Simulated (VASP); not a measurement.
# Be2C (Fm-3m) in VASP: further runs

Aim: see how the results for Be2C move with the level of theory and the settings. Levels: PBE, r2SCAN. Tasks: single point, relaxation of cell and atoms.

All numbers are computed with VASP 6.6.1; they aren't measurements. Logs are shortened: lines on timing, memory, paths and dates and some standing lists are left out, and cuts for length are marked.

## 1. The cell of the first run

Symmetry: Fm-3m, No. 225, cubic system. The conventional cell has a = 4.328 Å, b = 4.328 Å, c = 4.328 Å, α = 90.00°, β = 90.00°, γ = 90.00°. Within 2.5 Å of Be (site symmetry -43m) lie 4 C at 1.87 Å and 6 Be at 2.16 Å. Within 2.5 Å of C (site symmetry m-3m) lie 8 Be at 1.87 Å.

## 2. Single point, PBE

File INCAR:

```
PREC = Accurate ; ENCUT = 600
EDIFF = 1E-6 ; ISMEAR = 0
SIGMA = 0.01 ; LREAL = False
LASPH = True ; NELM = 120
ALGO = Normal ; ISIF = 2
LWAVE = False ; LCHARG = True
GGA = PE ; LELF = True
LVHAR = True ; NBANDS = 11
GGA_COMPAT = False
```

File KPOINTS:

```
regular mesh
0
Gamma
  7 7 7
```

File POSCAR:

```
Be2C
1.0
    0.0000000000      2.1641693170      2.1641693170
    2.1641693170      0.0000000000      2.1641693170
    2.1641693170      2.1641693170      0.0000000000
Be C
2 1
Direct
    0.2500000000      0.2500000000      0.2500000000
    0.7500000000      0.7500000000      0.7500000000
    0.0000000000      0.0000000000      0.0000000000
```

Potentials or basis: VASP PAW PBE potentials, release 64 (Be, C).

Launch:

```bash
> cat potpaw_PBE.64/Be/POTCAR potpaw_PBE.64/C/POTCAR > POTCAR
> mpirun -np 1 vasp_std > vasp.out
```

OUTCAR:

```text
PREC = Accurate
   ENCUT = 600
   EDIFF = 1E-6
   ISMEAR = 0
   LREAL = False
   LASPH = True
   NELM = 120
   ISIF = 2
   GGA = PE

 ion  position               nearest neighbor table
   1  0.250  0.250  0.250-   3 1.87   3 1.87   3 1.87   3 1.87   2 2.16   2 2.16   2 2.16   2 2.16
                             2 2.16   2 2.16
   2  0.750  0.750  0.750-   3 1.87   3 1.87   3 1.87   3 1.87   1 2.16   1 2.16   1 2.16   1 2.16
                             1 2.16   1 2.16
   3  0.000  0.000  0.000-   2 1.87   2 1.87   2 1.87   1 1.87   2 1.87   1 1.87   1 1.87   1 1.87

  LATTYP: Found a face centered cubic cell.
 ALAT       =     4.3283386340

  Lattice vectors:

 A1 = (   0.0000000000,   2.1641693170,   2.1641693170)
 A2 = (   2.1641693170,   0.0000000000,   2.1641693170)
 A3 = (   2.1641693170,   2.1641693170,   0.0000000000)

Analysis of symmetry for initial positions (statically):
=====================================================================
 Subroutine PRICEL returns:
 Original cell was already a primitive cell.

 Routine SETGRP: Setting up the symmetry group for a
 face centered cubic supercell.

 Subroutine GETGRP returns: Found 48 space group operations
 (whereof 48 operations were pure point group operations)
 out of a pool of 48 trial point group operations.

The static configuration has the point symmetry O_h .

Analysis of symmetry for dynamics (positions and initial velocities):
=====================================================================
 Subroutine PRICEL returns:
 Original cell was already a primitive cell.

 Routine SETGRP: Setting up the symmetry group for a
 face centered cubic supercell.

 Subroutine GETGRP returns: Found 48 space group operations
 (whereof 48 operations were pure point group operations)
 out of a pool of 48 trial point group operations.

The dynamic configuration has the point symmetry O_h .

 Subroutine INISYM returns: Found 48 space group operations
 (whereof 48 operations are pure point group operations),
 and found     1 'primitive' translations

----------------------------------------------------------------------------------------

                                     Primitive cell

  volume of cell :      20.2723

  direct lattice vectors                    reciprocal lattice vectors
     0.000000000  2.164169317  2.164169317    -0.231035528  0.231035528  0.231035528
     2.164169317  0.000000000  2.164169317     0.231035528 -0.231035528  0.231035528
     2.164169317  2.164169317  0.000000000     0.231035528  0.231035528 -0.231035528

  length of vectors
     3.060597599  3.060597599  3.060597599     0.400165272  0.400165272  0.400165272

  position of ions in fractional coordinates (direct lattice)
     0.250000000  0.250000000  0.250000000
     0.750000000  0.750000000  0.750000000
     0.000000000  0.000000000  0.000000000

  ion indices of the primitive-cell ions
   primitive index   ion index
                 1           1
                 2           2
                 3           3

----------------------------------------------------------------------------------------

 KPOINTS: regular mesh

Automatic generation of k-mesh.
 Grid dimensions read from file:
 generate k-points for:    7    7    7

 Generating k-lattice:

  Cartesian coordinates                     Fractional coordinates (reciprocal lattice)
    -0.033005075  0.033005075  0.033005075     0.142857143  0.000000000  0.000000000
     0.033005075 -0.033005075  0.033005075     0.000000000  0.142857143  0.000000000
     0.033005075  0.033005075 -0.033005075     0.000000000  0.000000000  0.142857143

  Length of vectors
     0.057166467  0.057166467  0.057166467

  Shift w.r.t. Gamma in fractional coordinates (k-lattice)
     0.000000000  0.000000000  0.000000000

 Subroutine IBZKPT returns following result:
 ===========================================

 Found     20 irreducible k-points:

 Following reciprocal coordinates:
            Coordinates               Weight
  0.000000  0.000000  0.000000      1.000000
  0.142857  0.000000  0.000000      8.000000
  0.285714  0.000000  0.000000      8.000000
  0.428571  0.000000  0.000000      8.000000
  0.142857  0.142857  0.000000      6.000000
  0.285714  0.142857  0.000000     24.000000
[... 12 lines left out ...]
 -0.428571  0.428571  0.142857     24.000000
 -0.285714  0.428571  0.142857     24.000000
   k-points           NKPTS =     20   k-points in BZ     NKDIM =     20   number of bands    NBANDS=     11
   number of dos      NEDOS =    301   number of ions     NIONS =      3
   total plane-waves  NPLWV =  13824
   dimension x,y,z NGX =    24 NGY =   24 NGZ =   24
   dimension x,y,z NGXF=    48 NGYF=   48 NGZF=   48
   ions per type =               2   1
   NGX,Y,Z   is equivalent  to a cutoff of  13.04, 13.04, 13.04 a.u.
   NGXF,Y,Z  is equivalent  to a cutoff of  26.07, 26.07, 26.07 a.u.
 SYSTEM =  unknown system
   PREC   = accura    normal or accurate (medium, high low for compatibility)
   ISTART =      0    job   : 0-new  1-cont  2-samecut
   ICHARG =      2    charge: 1-file 2-atom 10-const
   ISPIN  =      1    spin polarized calculation?
   LNONCOLLINEAR =      F non collinear calculations
   LSORBIT =      F    spin-orbit coupling
   LASPH  =      T    aspherical Exc in radial PAW
   ENCUT  =  600.0 eV  44.10 Ry    6.64 a.u.   6.11  6.11  6.11*2*pi/ulx,y,z
   NELM   =    120;   NELMIN=  2; NELMDL= -5     # of ELM steps
   EDIFF  = 0.1E-05   stopping-criterion for ELM
   LREAL  =      F    real-space projection
   EDIFFG = 0.1E-04   stopping-criterion for IOM
   NSW    =      0    number of steps for IOM
   IBRION =     -1    ionic relax: 0-MD 1-quasi-New 2-CG
   NFREE  =      0    steps in history (QN), initial steepest desc. (CG)
   ISIF   =      2    stress and relaxation
   ISYM   =      2    0-nonsym 1-usesym 2-fastsym
   POTIM  = 0.5000    time-step for ionic-motion
   TEBEG  =    0.0;   TEEND  =   0.0 temperature during run
   PSTRESS=    0.0 pullay stress
   NELECT =       8.0000    total number of electrons
   NUPDOWN=      -1.0000    fix difference up-down
   EMIN   =  10.00;   EMAX   =-10.00  energy-range for DOS
   EFERMI =   0.00;   METHOD = LEGACY
   ISMEAR =     0;   SIGMA  =   0.01  broadening in eV -4-tet -1-fermi 0-gaus
   EFERMI_NEDOS =   21; number of points for ismear=-14 and -15
   IALGO  =     38    algorithm
   IMIX   =      4    mixing-type and parameters
     AMIX     =   0.40;   BMIX     =  1.00
     AMIX_MAG =   1.60;   BMIX_MAG =  1.00
  volume/ion in A,a.u.               =       6.76        45.60
  Fermi-wavevector in a.u.,A,eV,Ry     =   1.200799  2.269181 19.618483  1.441918
  Thomas-Fermi vector in A             =   2.336625
   LORBIT       =      0    0 simple, 1 ext, 2 COOP (PROOUT), +10 PAW based schemes
   GGA     = PE    functional components
   LHFCALC =     F    Hartree Fock is set to
   AEXX    =    0.0000 exact exchange contribution
   IVDW    =     0    specifies the selected vdW correction
   LEPSILON=     F    determine dielectric tensor
   LRPA    =     F    only Hartree local field effects (RPA)
 non-spin polarized calculation
 Gauss-broadening in eV      SIGMA  =   0.01
  energy-cutoff  :      600.00
  volume of cell :       20.27
 maximum number of plane-waves:       688
   NGX = 13   NGY = 13   NGZ = 13

 number of electron       8.0000000 magnetization

 Free energy of the ion-electron system (eV)
  ---------------------------------------------------
  ext. energy  EPLUGINS =         0.00000000
  ---------------------------------------------------
  free energy    TOTEN  =       -17.45531411 eV

  energy without entropy =      -17.45531411  energy(sigma->0) =      -17.45531411

 E-fermi :   7.8319     XC(G=0): -11.4406

 val. band max:        7.7356988919   @ k =   0.0000   0.0000   0.0000
 cond. band min:       9.1302521186   @ k =   0.4286   0.4286   0.0000
 fundamental gap:      1.3945532267
 Fermi energy:         7.8319440234

 k-point     1 :       0.0000    0.0000    0.0000
  band No.  band energies     occupation
      1      -7.3089      2.00000
      2       7.7357      2.00000
      3       7.7357      2.00000
      4       7.7357      2.00000
      5      11.8641      0.00000
      6      11.8641      0.00000
      7      11.8641      0.00000
      8      14.4924      0.00000
      9      20.9083      0.00000
     10      20.9083      0.00000
     11      20.9083      0.00000

 k-point     2 :       0.1429    0.0000    0.0000
  band No.  band energies     occupation
      1      -6.9841      2.00000
      2       5.4411      2.00000
      3       7.1868      2.00000
      4       7.1868      2.00000
      5      12.6515      0.00000
      6      12.6515      0.00000
      7      13.1349      0.00000
      8      15.2595      0.00000
      9      19.3258      0.00000
     10      19.3258      0.00000
     11      21.6812      0.00000

 k-point     3 :       0.2857    0.0000    0.0000
  band No.  band energies     occupation
      1      -6.0429      2.00000
      2       2.0983      2.00000
      3       6.3960      2.00000
      4       6.3960      2.00000
      5      13.2192      0.00000
      6      13.2192      0.00000
      7      14.1097      0.00000
      8      16.6687      0.00000
      9      19.3365      0.00000
     10      19.3365      0.00000
     11      23.4389      0.00000
[... 211 lines left out ...]
 k-point    19 :      -0.4286    0.4286    0.1429
  band No.  band energies     occupation
      1      -3.8069      2.00000
      2       1.2532      2.00000
      3       2.5920      2.00000
      4       2.6282      2.00000
      5      11.3172      0.00000
      6      14.7412      0.00000
      7      17.5016      0.00000
      8      20.5316      0.00000
      9      21.2816      0.00000
     10      22.6182      0.00000
     11      25.0707      0.00000

 k-point    20 :      -0.2857    0.4286    0.1429
  band No.  band energies     occupation
      1      -3.4818      2.00000
      2       0.8714      2.00000
      3       1.7100      2.00000
      4       3.0086      2.00000
      5      12.6675      0.00000
      6      16.2238      0.00000
      7      17.3060      0.00000
      8      18.1233      0.00000
      9      21.1956      0.00000
     10      21.4960      0.00000
     11      25.2904      0.00000

------------------------ aborting loop because EDIFF is reached ----------------------------------------

  FORCE on cell =-STRESS in cart. coord.  units (eV):
  Direction    XX          YY          ZZ          XY          YZ          ZX
  --------------------------------------------------------------------------------------
  -------------------------------------------------------------------------------------
  Total        0.0329695      0.0329695      0.0329695     -0.0000000     -0.0000000      0.0000000
  in kB        2.6056727      2.6056727      2.6056727     -0.0000000     -0.0000000      0.0000000
  external PRESSURE =       2.6056727 kB  Pullay stress =       0.0000000 kB

 VOLUME and BASIS-vectors are now :
 -----------------------------------------------------------------------------
  energy-cutoff  :      600.00
  volume of cell :       20.27
      direct lattice vectors                 reciprocal lattice vectors
     0.000000000  2.164169317  2.164169317    -0.231035528  0.231035528  0.231035528
     2.164169317  0.000000000  2.164169317     0.231035528 -0.231035528  0.231035528
     2.164169317  2.164169317  0.000000000     0.231035528  0.231035528 -0.231035528

 POSITION                                       TOTAL-FORCE (eV/Angst)
 -----------------------------------------------------------------------------------
      1.08208      1.08208      1.08208         0.000000      0.000000      0.000000
      3.24625      3.24625      3.24625        -0.000000     -0.000000     -0.000000
      0.00000      0.00000      0.00000        -0.000000      0.000000     -0.000000
 -----------------------------------------------------------------------------------
    total drift:                               -0.000000     -0.000000      0.000000

  FREE ENERGIE OF THE ION-ELECTRON SYSTEM (eV)
  ---------------------------------------------------
  free  energy   TOTEN  =       -17.4553141135 eV

  energy  without entropy=      -17.4553141135  energy(sigma->0) =      -17.45531411
```

It took 15 s on 1 thread of Intel Xeon 8259CL, shared host; peak memory 0.1 GiB.

Results:

| Item | Value |
| --- | --- |
| Free energy | -17.4553 eV |
| Pressure | 0.3 GPa |
| Band gap on the k mesh | 1.39 eV (least direct gap 4.13 eV) |

Levels at points of the mesh, in eV from the valence-band top:
```
           k point  band 2  band 3  band 4  band 5  band 6  band 7
(0.00, 0.00, 0.00)    0.00    0.00    0.00    4.13    4.13    4.13
```

Caveat: an odd mesh through Γ misses points on the zone boundary, where band edges can lie.

(Part 1 of 2 ends here.)
